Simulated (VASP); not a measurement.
TiO2:

```
Ti O
1.0
     0.00000    2.39683    2.39683
     2.39683    0.00000    2.39683
     2.39683    2.39683    0.00000
Ti O
1 2
Direct
  0.00000 0.00000 0.00000
  0.25000 0.25000 0.25000
  0.75000 0.75000 0.75000
```

Program: VASP 6.6.1. Alike in all runs: task single point; potentials or basis VASP PAW PBE potentials, release 64 (Ti_sv, O_h); no spin polarisation; cell as given; smearing gaussian 0.01 eV.

Question: Order these runs on this cell by their band gap on the k mesh, lowest first.
A. level r2SCAN; k mesh 3 × 3 × 3; cutoff (eV) 1480
B. level r2SCAN; k mesh 6 × 6 × 6; cutoff (eV) 1480
C. level PBE-based screened hybrid with 40 % exact exchange; k mesh 4 × 4 × 4; cutoff (eV) 1000; grid for exact exchange (PRECFOCK) Normal; share of exact exchange 0.4; screening parameter 0.3 1/Å

Answer: B (1.55 eV), A (2.46 eV), C (3.22 eV).

Caveats: some runs use coarse meshes; the structure was generated, so it needn't be the stable form of TiO2.

A k mesh can miss the band edges, odd and even meshes differently.
